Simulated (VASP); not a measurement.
# Si16Ge (a cell with a defect) in VASP: notebook, part 2 of 2

VASP 6.6.1. The steps go on from the part before.

### 3 Single point, PBEsol

Input file INCAR:

```
SYSTEM = Si16Ge
PREC     = Accurate       ! precision mode
ENCUT    = 520            ! plane-wave cutoff, eV
EDIFF    = 1E-7           ! SCF threshold, eV
ISMEAR   = 0              ! smearing method
SIGMA    = 0.05           ! smearing width, eV
LREAL    = Auto         
LASPH    = .True.         ! aspherical terms in the spheres
NELM     = 80             ! most SCF steps
ALGO     = Normal         ! electronic algorithm
ISIF     = 2              ! what is computed and relaxed
LWAVE    = .False.        ! write WAVECAR
LCHARG   = .False.        ! write CHGCAR
GGA      = PS             ! functional
NBANDS   = 53             ! bands
```

Input file KPOINTS:

```
Automatic mesh
0
Gamma
  2 2 2
  0 0 0
```

Input file POSCAR:

```
Si16Ge
1.0
    0.0000000000      5.4300000000      5.4300000000
    5.4300000000      0.0000000000      5.4300000000
    5.4300000000      5.4300000000      0.0000000000
Si Ge
16 1
Direct
   -0.0003466851     -0.0141002762     -0.0006015654
    0.1443819521      0.0669600368      0.1441195212
   -0.0003590239     -0.0140573665      0.5146240331
    0.1044778085      0.1368061694      0.6291619705
    0.0189355433      0.4432902394      0.0186998158
    0.1171702578      0.6140282689      0.1168953039
   -0.0413470534      0.5100840700      0.5154479742
    0.1171104972      0.6140744015      0.6515425414
    0.5148902394     -0.0140852670     -0.0006057090
    0.6294161142      0.1367895948      0.1042315838
    0.4719649171      0.0842083794      0.4717146409
    0.6294034991      0.1368158379      0.6291580110
    0.5156921731      0.5100652855     -0.0415870166
    0.6517714549      0.6140445672      0.1168734807
    0.5156701657      0.5100942910      0.5154405157
    0.5988275322      0.7036078269      0.5986017495
    0.3246860037      0.5260307551      0.3244720074
```

Potentials or basis: VASP PAW PBE potentials, release 64 (Si, Ge_d).

Launch:

```bash
$ cat potpaw_PBE.64/Si/POTCAR potpaw_PBE.64/Ge_d/POTCAR > POTCAR
$ mpirun -np 1 vasp_std > vasp.out
```

OUTCAR:

```text
SYSTEM = Si16Ge
   PREC = Accurate
   ENCUT = 520
   EDIFF = 1E-7
   ISMEAR = 0
   LREAL = Auto
   LASPH = .True.
   NELM = 80
   ISIF = 2
   GGA = PS

 ion  position               nearest neighbor table
   1  1.000  0.986  0.999-  10 2.33   4 2.33   6 2.33   2 2.34
   2  0.144  0.067  0.144-   3 2.34   1 2.34   9 2.34   5 2.36
   3  1.000  0.986  0.515-   4 2.33  12 2.33   8 2.33   2 2.34
   4  0.104  0.137  0.629-   3 2.33   1 2.33   7 2.34  11 2.35
   5  0.019  0.443  0.019-   8 2.32  14 2.32   6 2.32   2 2.36
   6  0.117  0.614  0.117-   5 2.32   1 2.33  17 2.43  13 2.51   7 2.51
[... 655 lines left out ...]
  Total        6.8044683      6.8058020      6.8037288      1.3367505      1.3348708     -1.3378703
  in kB       34.0467209     34.0533945     34.0430210      6.6885419      6.6791365     -6.6941447
  external PRESSURE =      34.0477121 kB  Pullay stress =       0.0000000 kB

 VOLUME and BASIS-vectors are now :
 -----------------------------------------------------------------------------
  energy-cutoff  :      520.00
  volume of cell :      320.21
      direct lattice vectors                 reciprocal lattice vectors
     0.000000000  5.430000000  5.430000000    -0.092081031  0.092081031  0.092081031
     5.430000000  0.000000000  5.430000000     0.092081031 -0.092081031  0.092081031
     5.430000000  5.430000000  0.000000000     0.092081031  0.092081031 -0.092081031

 POSITION                                       TOTAL-FORCE (eV/Angst)
 -----------------------------------------------------------------------------------
     10.78017     10.85485     10.78155         0.009898      0.052026      0.009750
      1.14616      1.56656      1.14759         0.016983     -0.015159      0.015882
      8.14808      8.22246     10.78172        -0.052171     -0.009436      0.009867
      4.15921      3.98366      1.31017        -0.015006      0.014291      0.020553
      2.50861      0.20436      2.50989        -0.012560      0.011785     -0.012429
      3.96892      1.27098      3.97041         0.000733     -0.016684      0.000113
[... 9 lines left out ...]
      7.07100      6.50204      7.07222        -0.024711      0.024211     -0.024324
      4.61823      3.52493      4.61939        -0.016234      0.015125     -0.015616
 -----------------------------------------------------------------------------------
    total drift:                                0.000266      0.001032     -0.000152

  FREE ENERGIE OF THE ION-ELECTRON SYSTEM (eV)
  ---------------------------------------------------
  free  energy   TOTEN  =       -92.4675928045 eV

  energy  without entropy=      -92.4518321954  energy(sigma->0) =      -92.45971250
```

It took 9.4 min on 1 thread of Intel Xeon 8259CL, shared host; peak memory 0.5 GiB.

What came out:

```
Free energy            : -92.4676 eV
Pressure               : 3.4 GPa
Largest force          : 0.054 eV/Å
Band gap on the k mesh : 0.03 eV
```

Forces in eV/Å, atoms in the order of the input:
```
Si   0.010  0.052  0.010
Si   0.017 -0.015  0.016
Si  -0.052 -0.009  0.010
Si  -0.015  0.014  0.021
Si  -0.013  0.012 -0.012
Si   0.001 -0.017  0.000
Si   0.022 -0.021  0.004
Si   0.016 -0.001  0.000
Si   0.010 -0.010 -0.052
Si   0.019  0.014 -0.014
Si   0.014 -0.013  0.013
Si  -0.015 -0.021 -0.015
Si   0.004 -0.021  0.022
Si   0.001  0.000  0.016
Si   0.022 -0.004  0.022
Si  -0.025  0.024 -0.024
Ge  -0.016  0.015 -0.016
```

Caveat: the k points lie up to 0.50 Å⁻¹ apart; semilocal functionals underestimate gaps, and a narrow one can read as zero; the PAW data sets were made with another functional, which shifts forces and pressure a little.

### 4 Single point, PBEsol

Input file INCAR:

```
ALGO = Normal
EDIFF = 1E-6
ENCUT = 520
GGA = PS
ISIF = 2
ISMEAR = 0
LASPH = T
LCHARG = F
LREAL = Auto
LWAVE = F
NBANDS = 53
NELM = 100
PREC = Accurate
SIGMA = 0.05
```

Input file KPOINTS:

```
k-points
0
Gamma
  2 2 2
```

Input file POSCAR:

```
Si16Ge
1.0
    0.0000000000      5.4300000000      5.4300000000
    5.4300000000      0.0000000000      5.4300000000
    5.4300000000      5.4300000000      0.0000000000
Si Ge
16 1
Direct
   -0.0007123389     -0.0080983425     -0.0009883978
    0.1365301105      0.0905433702      0.1362779926
   -0.0007433702     -0.0080805709      0.5094378453
    0.1122932781      0.1316870166      0.6278306630
    0.0121786372      0.4636064457      0.0119134438
    0.1173187845      0.6208802947      0.1170642726
   -0.0273976059      0.5114047882      0.5078834254
    0.1173090239      0.6208931860      0.6443699816
    0.5096837017     -0.0080921731     -0.0009984346
    0.6281127993      0.1316599448      0.1120002762
    0.4870476059      0.0390159300      0.4867503683
    0.6280569061      0.1317007366      0.6278127072
    0.5081417127      0.5113697053     -0.0277240331
    0.6446205341      0.6208849908      0.1170606814
    0.5079890424      0.5114225599      0.5078339779
    0.6092639963      0.6723842541      0.6089345304
    0.3548453959      0.4356610497      0.3544754144
```

Launch:

```bash
$ cat potpaw_PBE.64/Si/POTCAR potpaw_PBE.64/Ge_d/POTCAR > POTCAR
$ mpirun -np 1 vasp_std > vasp.out
```

It took 8.8 min on 1 thread of Intel Xeon 8259CL, shared host; peak memory 0.5 GiB.

It converged, with:

```yaml
Free_energy: -92.6282 eV
Pressure: 4.3 GPa
Largest_force: 0.346 eV/Å
Band_gap_on_the_k_mesh: zero (bands 39 and 40 overlap by 0.21 eV)
```

Forces in eV/Å, atoms in the order of the input:
```
Si   0.034 -0.019  0.034
Si   0.064 -0.063  0.064
Si   0.019 -0.034  0.034
Si  -0.012  0.011  0.022
Si   0.054 -0.054  0.054
Si   0.039 -0.009  0.039
Si  -0.006  0.005  0.064
Si   0.008 -0.039  0.040
Si   0.034 -0.034  0.019
Si   0.023  0.012 -0.012
Si  -0.089  0.087 -0.088
Si  -0.012 -0.022 -0.012
Si   0.065  0.005 -0.006
Si   0.039 -0.039  0.009
Si  -0.006 -0.064 -0.005
Si  -0.056  0.056 -0.056
Ge  -0.199  0.200 -0.200
```

Stress tensor (GPa, compression positive):
```
 4.29  0.34 -0.34
 0.34  4.29  0.34
-0.34  0.34  4.29
```

Levels at points of the mesh, in eV from the Fermi level:
| k point | band 35 | band 36 | band 37 | band 38 | band 39 | band 40 | band 41 | band 42 | band 43 | band 44 |
| --- | --- | --- | --- | --- | --- | --- | --- | --- | --- | --- |
| (0.00, 0.00, 0.00) | -1.56 | -0.87 | -0.65 | -0.65 | -0.43 | -0.17 | -0.17 | 0.02 | 0.02 | 0.50 |
| (0.50, 0.00, 0.00) | -1.44 | -1.42 | -1.41 | -1.24 | -0.21 | 0.27 | 0.71 | 0.76 | 0.84 | 1.25 |
| (0.00, 0.50, 0.00) | -1.38 | -1.38 | -1.36 | -1.36 | -0.35 | 0.38 | 0.38 | 1.05 | 1.05 | 1.14 |
| (0.00, 0.00, 0.50) | -1.44 | -1.42 | -1.41 | -1.24 | -0.21 | 0.27 | 0.71 | 0.76 | 0.84 | 1.25 |
| (0.50, 0.50, 0.50) | -1.44 | -1.42 | -1.41 | -1.24 | -0.21 | 0.27 | 0.71 | 0.76 | 0.84 | 1.25 |
| (0.50, 0.50, 0.00) | -2.05 | -1.92 | -1.79 | -1.16 | 0.04 | 0.59 | 1.08 | 1.18 | 1.27 | 1.87 |
| (0.00, 0.50, 0.50) | -2.05 | -1.92 | -1.79 | -1.16 | 0.04 | 0.59 | 1.08 | 1.18 | 1.27 | 1.87 |
| (0.50, 0.00, 0.50) | -2.05 | -1.92 | -1.79 | -1.16 | 0.04 | 0.59 | 1.08 | 1.18 | 1.27 | 1.87 |

Caveat: the k points lie up to 0.50 Å⁻¹ apart; the PAW data sets were made with another functional, which shifts forces and pressure a little.

### 5 Summary

```tsv
cell	gap on the mesh (eV)	pressure (GPa)	largest force (eV/Å)
as given, atomic positions A	none	4.0	0.55
as given, atomic positions B	0.03	3.4	0.05
as given, atomic positions C	none	4.3	0.35
```

Alike in all rows: task single point; level PBEsol; potentials or basis VASP PAW PBE potentials, release 64 (Si, Ge_d); no spin polarisation; k mesh 2 × 2 × 2; cutoff (eV) 520; smearing gaussian 0.05 eV.

Caveats: all runs use coarse meshes; the PAW data sets were made with another functional, which shifts forces and pressure a little; semilocal functionals underestimate gaps, and a narrow one can read as zero (at least some runs).

Absolute energies hang on the potentials; compare differences alone.
